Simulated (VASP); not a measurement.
# TiAl (Pm-3m) in VASP: notebook, part 2 of 2

VASP 6.6.1. Earlier steps stand in the parts before.

**4. Single point, PBE**

This run uses another cell than the first one, of 16.06 Å³/atom, 1.020 times its volume.

Contents of INCAR:

```
SYSTEM = TiAl
ALGO = Fast
EDIFF = 1E-6
ENCUT = 520
GGA = PE
ISIF = 2
ISMEAR = -1
LASPH = .True.
LCHARG = .False.
LREAL = .False.
LWAVE = .False.
NBANDS = 14
NELM = 60
PREC = Accurate
SIGMA = 0.05
```

Contents of KPOINTS:

```
k-points
0
Gamma
  8 8 8
  0 0 0
```

Contents of POSCAR:

```
TiAl
1.0
    3.1790640000      0.0000000000      0.0000000000
    0.0000000000      3.1790640000      0.0000000000
    0.0000000000      0.0000000000      3.1790640000
Ti Al
1 1
Direct
    0.0000000000      0.0000000000      0.0000000000
    0.5000000000      0.5000000000      0.5000000000
```

Potentials or basis: VASP PAW PBE potentials, release 64 (Ti_sv, Al).

Run with:

```
$ cat potpaw_PBE.64/Ti_sv/POTCAR potpaw_PBE.64/Al/POTCAR > POTCAR
$ mpirun -np 1 vasp_std > vasp.out
```

OUTCAR:

```text
SYSTEM = TiAl
   EDIFF = 1E-6
   ENCUT = 520
   GGA = PE
   ISIF = 2
   ISMEAR = -1
   LASPH = .True.
   LREAL = .False.
   NELM = 60
   PREC = Accurate

 ion  position               nearest neighbor table
   1  0.000  0.000  0.000-   2 2.75   2 2.75   2 2.75   2 2.75   2 2.75   2 2.75   2 2.75   2 2.75

   2  0.500  0.500  0.500-   1 2.75   1 2.75   1 2.75   1 2.75   1 2.75   1 2.75   1 2.75   1 2.75

  LATTYP: Found a simple cubic cell.
 ALAT       =     3.1790640000

  Lattice vectors:

 A1 = (   3.1790640000,   0.0000000000,   0.0000000000)
 A2 = (   0.0000000000,   3.1790640000,   0.0000000000)
 A3 = (   0.0000000000,   0.0000000000,   3.1790640000)

Analysis of symmetry for initial positions (statically):
=====================================================================
 Subroutine PRICEL returns:
 Original cell was already a primitive cell.

 Routine SETGRP: Setting up the symmetry group for a
 simple cubic supercell.

 Subroutine GETGRP returns: Found 48 space group operations
 (whereof 48 operations were pure point group operations)
 out of a pool of 48 trial point group operations.

The static configuration has the point symmetry O_h .

Analysis of symmetry for dynamics (positions and initial velocities):
=====================================================================
 Subroutine PRICEL returns:
 Original cell was already a primitive cell.

 Routine SETGRP: Setting up the symmetry group for a
 simple cubic supercell.

 Subroutine GETGRP returns: Found 48 space group operations
 (whereof 48 operations were pure point group operations)
 out of a pool of 48 trial point group operations.

The dynamic configuration has the point symmetry O_h .

 Subroutine INISYM returns: Found 48 space group operations
 (whereof 48 operations are pure point group operations),
 and found     1 'primitive' translations

----------------------------------------------------------------------------------------

                                     Primitive cell

  volume of cell :      32.1290

  direct lattice vectors                    reciprocal lattice vectors
     3.179064000  0.000000000  0.000000000     0.314557996  0.000000000  0.000000000
     0.000000000  3.179064000  0.000000000     0.000000000  0.314557996  0.000000000
     0.000000000  0.000000000  3.179064000     0.000000000  0.000000000  0.314557996

  length of vectors
     3.179064000  3.179064000  3.179064000     0.314557996  0.314557996  0.314557996

  position of ions in fractional coordinates (direct lattice)
     0.000000000  0.000000000  0.000000000
     0.500000000  0.500000000  0.500000000

  ion indices of the primitive-cell ions
   primitive index   ion index
                 1           1
                 2           2

----------------------------------------------------------------------------------------

 KPOINTS: k-points

Automatic generation of k-mesh.
 Grid dimensions read from file:
 generate k-points for:    8    8    8

 Generating k-lattice:

  Cartesian coordinates                     Fractional coordinates (reciprocal lattice)
     0.039319749  0.000000000  0.000000000     0.125000000  0.000000000  0.000000000
     0.000000000  0.039319749  0.000000000     0.000000000  0.125000000  0.000000000
     0.000000000  0.000000000  0.039319749     0.000000000  0.000000000  0.125000000

  Length of vectors
     0.039319749  0.039319749  0.039319749

  Shift w.r.t. Gamma in fractional coordinates (k-lattice)
     0.000000000  0.000000000  0.000000000

 Subroutine IBZKPT returns following result:
 ===========================================

 Found     35 irreducible k-points:

 Following reciprocal coordinates:
            Coordinates               Weight
  0.000000  0.000000  0.000000      1.000000
  0.125000  0.000000  0.000000      6.000000
  0.250000  0.000000  0.000000      6.000000
  0.375000  0.000000  0.000000      6.000000
  0.500000  0.000000  0.000000      3.000000
  0.125000  0.125000  0.000000     12.000000
[... 16 lines left out ...]
  0.375000  0.375000  0.125000     24.000000
  0.500000  0.375000  0.125000     24.000000
 [... further k-points ...]
   k-points           NKPTS =     35   k-points in BZ     NKDIM =     35   number of bands    NBANDS=     14
   number of dos      NEDOS =    301   number of ions     NIONS =      2
   total plane-waves  NPLWV =  13824
   dimension x,y,z NGX =    24 NGY =   24 NGZ =   24
   dimension x,y,z NGXF=    48 NGYF=   48 NGZF=   48
   ions per type =               1   1
   NGX,Y,Z   is equivalent  to a cutoff of  12.55, 12.55, 12.55 a.u.
   NGXF,Y,Z  is equivalent  to a cutoff of  25.10, 25.10, 25.10 a.u.
 SYSTEM =  TiAl
   PREC   = accura    normal or accurate (medium, high low for compatibility)
   ISTART =      0    job   : 0-new  1-cont  2-samecut
   ICHARG =      2    charge: 1-file 2-atom 10-const
   ISPIN  =      1    spin polarized calculation?
   LNONCOLLINEAR =      F non collinear calculations
   LSORBIT =      F    spin-orbit coupling
   LASPH  =      T    aspherical Exc in radial PAW
   ENCUT  =  520.0 eV  38.22 Ry    6.18 a.u.   5.91  5.91  5.91*2*pi/ulx,y,z
   NELM   =     60;   NELMIN=  2; NELMDL= -5     # of ELM steps
   EDIFF  = 0.1E-05   stopping-criterion for ELM
   LREAL  =      F    real-space projection
   EDIFFG = 0.1E-04   stopping-criterion for IOM
   NSW    =      0    number of steps for IOM
   IBRION =     -1    ionic relax: 0-MD 1-quasi-New 2-CG
   NFREE  =      0    steps in history (QN), initial steepest desc. (CG)
   ISIF   =      2    stress and relaxation
   ISYM   =      2    0-nonsym 1-usesym 2-fastsym
   POTIM  = 0.5000    time-step for ionic-motion
   TEBEG  =    0.0;   TEEND  =   0.0 temperature during run
   PSTRESS=    0.0 pullay stress
   NELECT =      15.0000    total number of electrons
   NUPDOWN=      -1.0000    fix difference up-down
   EMIN   =  10.00;   EMAX   =-10.00  energy-range for DOS
   EFERMI =   0.00;   METHOD = LEGACY
   ISMEAR =    -1;   SIGMA  =   0.05  broadening in eV -4-tet -1-fermi 0-gaus
   EFERMI_NEDOS =   21; number of points for ismear=-14 and -15
   IALGO  =     68    algorithm
   IMIX   =      4    mixing-type and parameters
     AMIX     =   0.40;   BMIX     =  1.00
     AMIX_MAG =   1.60;   BMIX_MAG =  1.00
  volume/ion in A,a.u.               =      16.06       108.41
  Fermi-wavevector in a.u.,A,eV,Ry     =   1.270007  2.399964 21.945065  1.612917
  Thomas-Fermi vector in A             =   2.403017
   LORBIT       =      0    0 simple, 1 ext, 2 COOP (PROOUT), +10 PAW based schemes
   GGA     = PE    functional components
   LHFCALC =     F    Hartree Fock is set to
   AEXX    =    0.0000 exact exchange contribution
   IVDW    =     0    specifies the selected vdW correction
   LEPSILON=     F    determine dielectric tensor
   LRPA    =     F    only Hartree local field effects (RPA)
 non-spin polarized calculation
 RMM-DIIS sequential band-by-band and
  energy-cutoff  :      520.00
  volume of cell :       32.13
 maximum number of plane-waves:       912
 NGX is ok and might be reduce to    24
   NGX = 11   NGY = 11   NGZ = 11

 number of electron      14.9999994 magnetization

 Free energy of the ion-electron system (eV)
  ---------------------------------------------------
  ext. energy  EPLUGINS =         0.00000000
  ---------------------------------------------------
  free energy    TOTEN  =       -12.11470218 eV

  energy without entropy =      -12.09183665  energy(sigma->0) =      -12.10326942

 E-fermi :   8.7760     XC(G=0): -11.0868

 val. band max:        8.7488016074   @ k =   0.3750   0.1250   0.1250
 cond. band min:       8.7820164871   @ k =   0.3750   0.3750   0.2500
 fundamental gap:      0.0332148798
 Fermi energy:         8.7759568752

 k-point     1 :       0.0000    0.0000    0.0000
  band No.  band energies     occupation
      1     -48.1241      2.00000
      2     -24.3252      2.00000
      3     -24.3252      2.00000
      4     -24.3252      2.00000
      5      -0.5008      2.00000
      6       7.3352      2.00000
      7       7.3352      2.00000
      8      10.5791      0.00000
      9      10.5791      0.00000
     10      10.5791      0.00000
     11      13.1886      0.00000
     12      13.1886      0.00000
     13      13.1886      0.00000
     14      17.5703      0.00000
[... 375 lines left out ...]
 k-point    24 :       0.5000    0.3750    0.1250
  band No.  band energies     occupation
      1     -48.0951      2.00000
      2     -24.4719      2.00000
      3     -24.4452      2.00000
      4     -24.3205      2.00000
      5       3.7195      2.00000
      6       5.7605      2.00000
      7       6.8129      2.00000
      8       8.1940      1.99998
      9       9.6718      0.00000
     10       9.6941      0.00000
     11      11.6126      0.00000
     12      13.4410      0.00000
     13      13.8716      0.00000
     14      16.1839      0.00000

 [... further k-points ...]
[... 5 lines left out ...]
  --------------------------------------------------------------------------------------
  -------------------------------------------------------------------------------------
  Total        0.1651256      0.1651256      0.1651256      0.0000000     -0.0000000     -0.0000000
  in kB        8.2343071      8.2343071      8.2343071      0.0000000     -0.0000000     -0.0000000
  external PRESSURE =       8.2343071 kB  Pullay stress =       0.0000000 kB

 VOLUME and BASIS-vectors are now :
 -----------------------------------------------------------------------------
  energy-cutoff  :      520.00
  volume of cell :       32.13
      direct lattice vectors                 reciprocal lattice vectors
     3.179064000  0.000000000  0.000000000     0.314557996  0.000000000  0.000000000
     0.000000000  3.179064000  0.000000000     0.000000000  0.314557996  0.000000000
     0.000000000  0.000000000  3.179064000     0.000000000  0.000000000  0.314557996

 POSITION                                       TOTAL-FORCE (eV/Angst)
 -----------------------------------------------------------------------------------
      0.00000      0.00000      0.00000         0.000000      0.000000      0.000000
      1.58953      1.58953      1.58953         0.000000      0.000000      0.000000
 -----------------------------------------------------------------------------------
    total drift:                                0.000000      0.000000      0.000000

  FREE ENERGIE OF THE ION-ELECTRON SYSTEM (eV)
  ---------------------------------------------------
  free  energy   TOTEN  =       -12.1147021848 eV

  energy  without entropy=      -12.0918366463  energy(sigma->0) =      -12.10326942
```

OSZICAR:

```text
N       E                     dE             d eps       ncg     rms          rms(c)
DAV:   1     0.101148299706E+03    0.10115E+03   -0.71938E+03   986   0.108E+03
DAV:   2    -0.803368997225E+01   -0.10918E+03   -0.10521E+03  1034   0.304E+02
DAV:   3    -0.135805839990E+02   -0.55469E+01   -0.53776E+01  1418   0.659E+01
[... 17 lines left out ...]
RMM:  21    -0.121146962743E+02   -0.22394E-05   -0.22313E-05   834   0.118E-02    0.133E-03
RMM:  22    -0.121146988340E+02   -0.25597E-05   -0.27053E-05   739   0.102E-02    0.231E-04
RMM:  23    -0.121147000693E+02   -0.12353E-05   -0.12300E-05   613   0.848E-03    0.302E-04
RMM:  24    -0.121147014813E+02   -0.14120E-05   -0.15123E-05   610   0.789E-03    0.437E-05
RMM:  25    -0.121147021848E+02   -0.70356E-06   -0.73122E-06   601   0.720E-03
   1 F= -.12114702E+02 E0= -.12103269E+02  d E =-.228655E-01
```

stdout:

```text
POSCAR found type information on POSCAR TiAl
 POSCAR found :  2 types and       2 ions
 scaLAPACK will be used
 LDA part: xc-table for (Slater+PW92), standard interpolation
 POSCAR, INCAR and KPOINTS ok, starting setup
 FFT: planning ... GRIDC
 FFT: planning ... GRID_SOFT
 FFT: planning ... GRID
 WAVECAR not read
 entering main loop
WARNING in EDDRMM: call to ZHEGV failed, returncode =   8  4      6
WARNING in EDDRMM: call to ZHEGV failed, returncode =   8  4      3
```

Run time: 8.2 s. Hardware: 1 thread of Intel Xeon 6975P-C (Granite Rapids), shared host; peak memory 0.14 GiB.

What came out:

| Property | Result |
| --- | --- |
| Free energy | -12.1147 eV |
| Pressure | 0.8 GPa |

Levels at points of the mesh, in eV from the Fermi level:
```tsv
k point	band 3	band 4	band 5	band 6	band 7	band 8	band 9	band 10	band 11	band 12
(0.00, 0.00, 0.00)	-33.10	-33.10	-9.28	-1.44	-1.44	1.80	1.80	1.80	4.41	4.41
(0.50, 0.00, 0.00)	-33.09	-33.09	-6.04	-5.19	-0.55	0.15	0.15	2.01	2.98	6.51
(0.50, 0.50, 0.00)	-33.25	-33.07	-5.01	-2.11	-2.11	-1.47	0.71	0.71	2.72	4.69
(0.50, 0.50, 0.50)	-33.23	-33.23	-3.09	-3.09	-3.09	0.63	2.79	2.79	2.91	2.91
```
